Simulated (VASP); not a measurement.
# GePt (Pnma) in VASP: single point with PBE

Aim: the single point of GePt with PBE.

Everything below comes from runs of VASP 6.6.1. Logs are shortened: lines on timing, memory, paths and dates and some standing lists are left out, and cuts for length are marked.

**1. The cell of the first run**

It takes space group Pnma (No. 62, orthorhombic). The conventional cell has a = 5.827 Å, b = 3.745 Å, c = 6.191 Å, α = 90.00°, β = 90.00°, γ = 90.00°. Within 3.3 Å of Ge (site symmetry m) lie 6 Pt at 2.51 to 2.70 Å and 2 Ge at 3.07 Å. Pt (site symmetry m) has 6 Ge at 2.51 to 2.70 Å and 4 Pt at 3.00 to 3.04 Å within 3.3 Å.

**2. Single point, PBE**

Input file INCAR:

```
PREC = Accurate
ENCUT = 520
EDIFF = 1E-6
ISMEAR = 0
SIGMA = 0.1
LREAL = False
LASPH = True
NELM = 80
ALGO = Normal
ISIF = 2
LWAVE = False
LCHARG = False
GGA = PE
NBANDS = 58
```

Input file KPOINTS:

```
Automatic mesh
0
Gamma
  9 6 6
```

Input file POSCAR:

```
GePt
1.0
    3.7445187450      0.0000000000      0.0000000000
    0.0000000000      5.8271351655      0.0000000000
    0.0000000000      0.0000000000      6.1905450766
Ge Pt
4 4
Direct
    0.2500000000      0.8132301604      0.5874912875
    0.7500000000      0.1867698396      0.4125087125
    0.7500000000      0.6867698396      0.0874912875
    0.2500000000      0.3132301604      0.9125087125
    0.2500000000      1.0017840208      0.1930138333
    0.7500000000     -0.0017840208      0.8069861667
    0.7500000000      0.4982159792      0.6930138333
    0.2500000000      0.5017840208      0.3069861667
```

Potentials or basis: VASP PAW PBE potentials, release 64 (Ge_d, Pt).

On the command line:

```
> cat potpaw_PBE.64/Ge_d/POTCAR potpaw_PBE.64/Pt/POTCAR > POTCAR
> mpirun -np 1 vasp_std > vasp.out
```

OUTCAR:

```text
PREC = Accurate
   ENCUT = 520
   EDIFF = 1E-6
   ISMEAR = 0
   LREAL = False
   LASPH = True
   NELM = 80
   ISIF = 2
   GGA = PE

 ion  position               nearest neighbor table
   1  0.250  0.813  0.587-   8 2.51   6 2.55   6 2.55   5 2.68   7 2.70   7 2.70
   2  0.750  0.187  0.413-   7 2.51   5 2.55   5 2.55   6 2.68   8 2.70   8 2.70
   3  0.750  0.687  0.087-   6 2.51   8 2.55   8 2.55   7 2.68   5 2.70   5 2.70
   4  0.250  0.313  0.913-   5 2.51   7 2.55   7 2.55   8 2.68   6 2.70   6 2.70
   5  0.250  0.002  0.193-   4 2.51   2 2.55   2 2.55   1 2.68   3 2.70   3 2.70   8 3.00   8 3.00
                             6 3.04   6 3.04
   6  0.750  0.998  0.807-   3 2.51   1 2.55   1 2.55   2 2.68   4 2.70   4 2.70   7 3.00   7 3.00
                             5 3.04   5 3.04
   7  0.750  0.498  0.693-   2 2.51   4 2.55   4 2.55   3 2.68   1 2.70   1 2.70   6 3.00   6 3.00
                             8 3.04   8 3.04
   8  0.250  0.502  0.307-   1 2.51   3 2.55   3 2.55   4 2.68   2 2.70   2 2.70   5 3.00   5 3.00
                             7 3.04   7 3.04

  LATTYP: Found a simple orthorhombic cell.
 ALAT       =     3.7445187450
 B/A-ratio  =     1.5561773254
 C/A-ratio  =     1.6532284916

  Lattice vectors:

 A1 = (   3.7445187450,   0.0000000000,   0.0000000000)
 A2 = (   0.0000000000,   5.8271351655,   0.0000000000)
 A3 = (   0.0000000000,   0.0000000000,   6.1905450766)

Analysis of symmetry for initial positions (statically):
=====================================================================
 Subroutine PRICEL returns:
 Original cell was already a primitive cell.

 Routine SETGRP: Setting up the symmetry group for a
 simple orthorhombic supercell.

 Subroutine GETGRP returns: Found  8 space group operations
 (whereof  2 operations were pure point group operations)
 out of a pool of  8 trial point group operations.

The static configuration has the point symmetry S_2 .
 The point group associated with its full space group is D_2h.

Analysis of symmetry for dynamics (positions and initial velocities):
=====================================================================
 Subroutine PRICEL returns:
 Original cell was already a primitive cell.

 Routine SETGRP: Setting up the symmetry group for a
 simple orthorhombic supercell.

 Subroutine GETGRP returns: Found  8 space group operations
 (whereof  2 operations were pure point group operations)
 out of a pool of  8 trial point group operations.

The dynamic configuration has the point symmetry S_2 .
 The point group associated with its full space group is D_2h.

 Subroutine INISYM returns: Found  8 space group operations
 (whereof  2 operations are pure point group operations),
 and found     1 'primitive' translations

----------------------------------------------------------------------------------------

                                     Primitive cell

  volume of cell :     135.0766

  direct lattice vectors                    reciprocal lattice vectors
     3.744518745  0.000000000  0.000000000     0.267057015  0.000000000  0.000000000
     0.000000000  5.827135165  0.000000000     0.000000000  0.171610915  0.000000000
     0.000000000  0.000000000  6.190545077     0.000000000  0.000000000  0.161536664

  length of vectors
     3.744518745  5.827135165  6.190545077     0.267057015  0.171610915  0.161536664

  position of ions in fractional coordinates (direct lattice)
     0.250000000  0.813230160  0.587491288
     0.750000000  0.186769840  0.412508712
     0.750000000  0.686769840  0.087491288
     0.250000000  0.313230160  0.912508712
     0.250000000  0.001784021  0.193013833
     0.750000000  0.998215979  0.806986167
     0.750000000  0.498215979  0.693013833
     0.250000000  0.501784021  0.306986167

  ion indices of the primitive-cell ions
   primitive index   ion index
                 1           1
                 2           2
                 3           3
                 4           4
                 5           5
                 6           6
                 7           7
                 8           8

----------------------------------------------------------------------------------------

 KPOINTS: Automatic mesh

Automatic generation of k-mesh.
 Grid dimensions read from file:
 generate k-points for:    9    6    6

 Generating k-lattice:

  Cartesian coordinates                     Fractional coordinates (reciprocal lattice)
     0.029673002  0.000000000  0.000000000     0.111111111  0.000000000  0.000000000
     0.000000000  0.028601819  0.000000000     0.000000000  0.166666667  0.000000000
     0.000000000  0.000000000  0.026922777     0.000000000  0.000000000  0.166666667

  Length of vectors
     0.029673002  0.028601819  0.026922777

  Shift w.r.t. Gamma in fractional coordinates (k-lattice)
     0.000000000  0.000000000  0.000000000

 Subroutine IBZKPT returns following result:
 ===========================================

 Found     80 irreducible k-points:

 Following reciprocal coordinates:
            Coordinates               Weight
  0.000000  0.000000  0.000000      1.000000
  0.111111  0.000000  0.000000      2.000000
  0.222222  0.000000  0.000000      2.000000
  0.333333  0.000000  0.000000      2.000000
  0.444444  0.000000  0.000000      2.000000
  0.000000  0.166667  0.000000      2.000000
[... 16 lines left out ...]
  0.222222  0.000000  0.166667      4.000000
  0.333333  0.000000  0.166667      4.000000
 [... further k-points ...]
   k-points           NKPTS =     80   k-points in BZ     NKDIM =     80   number of bands    NBANDS=     58
   number of dos      NEDOS =    301   number of ions     NIONS =      8
   total plane-waves  NPLWV =  64512
   dimension x,y,z NGX =    28 NGY =   48 NGZ =   48
   dimension x,y,z NGXF=    56 NGYF=   96 NGZF=   96
   ions per type =               4   4
   NGX,Y,Z   is equivalent  to a cutoff of  12.43, 13.69, 12.89 a.u.
   NGXF,Y,Z  is equivalent  to a cutoff of  24.86, 27.39, 25.78 a.u.
 SYSTEM =  unknown system
   PREC   = accura    normal or accurate (medium, high low for compatibility)
   ISTART =      0    job   : 0-new  1-cont  2-samecut
   ICHARG =      2    charge: 1-file 2-atom 10-const
   ISPIN  =      1    spin polarized calculation?
   LNONCOLLINEAR =      F non collinear calculations
   LSORBIT =      F    spin-orbit coupling
   LASPH  =      T    aspherical Exc in radial PAW
   ENCUT  =  520.0 eV  38.22 Ry    6.18 a.u.   6.96 10.83 11.51*2*pi/ulx,y,z
   NELM   =     80;   NELMIN=  2; NELMDL= -5     # of ELM steps
   EDIFF  = 0.1E-05   stopping-criterion for ELM
   LREAL  =      F    real-space projection
   EDIFFG = 0.1E-04   stopping-criterion for IOM
   NSW    =      0    number of steps for IOM
   IBRION =     -1    ionic relax: 0-MD 1-quasi-New 2-CG
   NFREE  =      0    steps in history (QN), initial steepest desc. (CG)
   ISIF   =      2    stress and relaxation
   ISYM   =      2    0-nonsym 1-usesym 2-fastsym
   POTIM  = 0.5000    time-step for ionic-motion
   TEBEG  =    0.0;   TEEND  =   0.0 temperature during run
   PSTRESS=    0.0 pullay stress
   NELECT =      96.0000    total number of electrons
   NUPDOWN=      -1.0000    fix difference up-down
   EMIN   =  10.00;   EMAX   =-10.00  energy-range for DOS
   EFERMI =   0.00;   METHOD = LEGACY
   ISMEAR =     0;   SIGMA  =   0.10  broadening in eV -4-tet -1-fermi 0-gaus
   EFERMI_NEDOS =   21; number of points for ismear=-14 and -15
   IALGO  =     38    algorithm
   IMIX   =      4    mixing-type and parameters
     AMIX     =   0.40;   BMIX     =  1.00
     AMIX_MAG =   1.60;   BMIX_MAG =  1.00
  volume/ion in A,a.u.               =      16.88       113.94
  Fermi-wavevector in a.u.,A,eV,Ry     =   1.460961  2.760816 29.040365  2.134407
  Thomas-Fermi vector in A             =   2.577349
   LORBIT       =      0    0 simple, 1 ext, 2 COOP (PROOUT), +10 PAW based schemes
   GGA     = PE    functional components
   LHFCALC =     F    Hartree Fock is set to
   AEXX    =    0.0000 exact exchange contribution
   IVDW    =     0    specifies the selected vdW correction
   LEPSILON=     F    determine dielectric tensor
   LRPA    =     F    only Hartree local field effects (RPA)
 non-spin polarized calculation
 Gauss-broadening in eV      SIGMA  =   0.10
  energy-cutoff  :      520.00
  volume of cell :      135.08
 maximum number of plane-waves:      3663
 NGX is ok and might be reduce to    28
   NGX = 13   NGY = 21   NGZ = 23

 number of electron      95.9999964 magnetization

 Free energy of the ion-electron system (eV)
  ---------------------------------------------------
  ext. energy  EPLUGINS =         0.00000000
  ---------------------------------------------------
  free energy    TOTEN  =       -46.17882906 eV

  energy without entropy =      -46.16916519  energy(sigma->0) =      -46.17399712

 E-fermi :   9.0801     XC(G=0): -12.2106

 val. band max:        9.0618911083   @ k =   0.0000   0.0000   0.5000
 cond. band min:       9.1082239494   @ k =   0.4444   0.0000   0.3333
 fundamental gap:      0.0463328411
 Fermi energy:         9.0801439638

 k-point     1 :       0.0000    0.0000    0.0000
  band No.  band energies     occupation
      1     -16.0300      2.00000
      2     -16.0229      2.00000
      3     -16.0229      2.00000
      4     -16.0200      2.00000
      5     -16.0094      2.00000
      6     -15.9996      2.00000
[... 50 lines left out ...]
     57      14.0999      0.00000
     58      14.5222      0.00000

 k-point     2 :       0.1111    0.0000    0.0000
  band No.  band energies     occupation
      1     -16.0303      2.00000
      2     -16.0234      2.00000
      3     -16.0208      2.00000
      4     -16.0174      2.00000
      5     -16.0097      2.00000
      6     -16.0010      2.00000
[... 50 lines left out ...]
     57      14.5854      0.00000
     58      14.9999      0.00000

 k-point     3 :       0.2222    0.0000    0.0000
  band No.  band energies     occupation
      1     -16.0298      2.00000
      2     -16.0236      2.00000
      3     -16.0162      2.00000
      4     -16.0118      2.00000
      5     -16.0107      2.00000
      6     -16.0056      2.00000
[... 1216 lines left out ...]
      3     -16.0157      2.00000
      4     -16.0120      2.00000
      5     -16.0101      2.00000
      6     -16.0057      2.00000
[... 50 lines left out ...]
     57      14.2476      0.00000
     58      15.4598      0.00000

 k-point    24 :       0.3333    0.0000    0.1667
  band No.  band energies     occupation
      1     -16.0269      2.00000
      2     -16.0233      2.00000
      3     -16.0130      2.00000
      4     -16.0119      2.00000
      5     -16.0105      2.00000
      6     -16.0057      2.00000
[... 50 lines left out ...]
     57      14.0174      0.00000
     58      14.5348      0.00000

 [... further k-points ...]

------------------------ aborting loop because EDIFF is reached ----------------------------------------

  FORCE on cell =-STRESS in cart. coord.  units (eV):
  Direction    XX          YY          ZZ          XY          YZ          ZX
  --------------------------------------------------------------------------------------
  -------------------------------------------------------------------------------------
  Total       -0.0251521     -0.0900346     -0.1270674      0.0000000      0.0000000      0.0000000
  in kB       -0.2983359     -1.0679230     -1.5071788      0.0000000      0.0000000      0.0000000
  external PRESSURE =      -0.9578125 kB  Pullay stress =       0.0000000 kB

 VOLUME and BASIS-vectors are now :
 -----------------------------------------------------------------------------
  energy-cutoff  :      520.00
  volume of cell :      135.08
      direct lattice vectors                 reciprocal lattice vectors
     3.744518745  0.000000000  0.000000000     0.267057015  0.000000000  0.000000000
     0.000000000  5.827135165  0.000000000     0.000000000  0.171610915  0.000000000
     0.000000000  0.000000000  6.190545077     0.000000000  0.000000000  0.161536664

 POSITION                                       TOTAL-FORCE (eV/Angst)
 -----------------------------------------------------------------------------------
      0.93613      4.73880      3.63689        -0.000000     -0.004236      0.009243
      2.80839      1.08833      2.55365         0.000000      0.004236     -0.009243
      2.80839      4.00190      0.54162         0.000000      0.004236      0.009243
      0.93613      1.82523      5.64893         0.000000     -0.004236     -0.009243
      0.93613      0.01040      1.19486         0.000000      0.004330     -0.013932
      2.80839      5.81674      4.99568         0.000000     -0.004330      0.013932
      2.80839      2.90317      4.29013         0.000000     -0.004330     -0.013932
      0.93613      2.92396      1.90041         0.000000      0.004330      0.013932
 -----------------------------------------------------------------------------------
    total drift:                                0.000000      0.000000     -0.000000

  FREE ENERGIE OF THE ION-ELECTRON SYSTEM (eV)
  ---------------------------------------------------
  free  energy   TOTEN  =       -46.1788290551 eV

  energy  without entropy=      -46.1691651899  energy(sigma->0) =      -46.17399712
```

Run time: 4.1 min. Hardware: 1 thread of Intel Xeon 6975P-C (Granite Rapids), shared host; peak memory 0.57 GiB.

Results:

```
Free energy            : -46.1788 eV
Pressure               : -0.1 GPa
Largest force          : 0.015 eV/Å
Band gap on the k mesh : zero (bands 48 and 49 overlap by 1.46 eV)
```

Forces in eV/Å, atoms in the order of the input:
```
Ge   0.000 -0.004  0.009
Ge   0.000  0.004 -0.009
Ge   0.000  0.004  0.009
Ge   0.000 -0.004 -0.009
Pt   0.000  0.004 -0.014
Pt   0.000 -0.004  0.014
Pt   0.000 -0.004 -0.014
Pt   0.000  0.004  0.014
```

Caveat: spin-orbit coupling is left out, which moves the levels of the heavy elements.
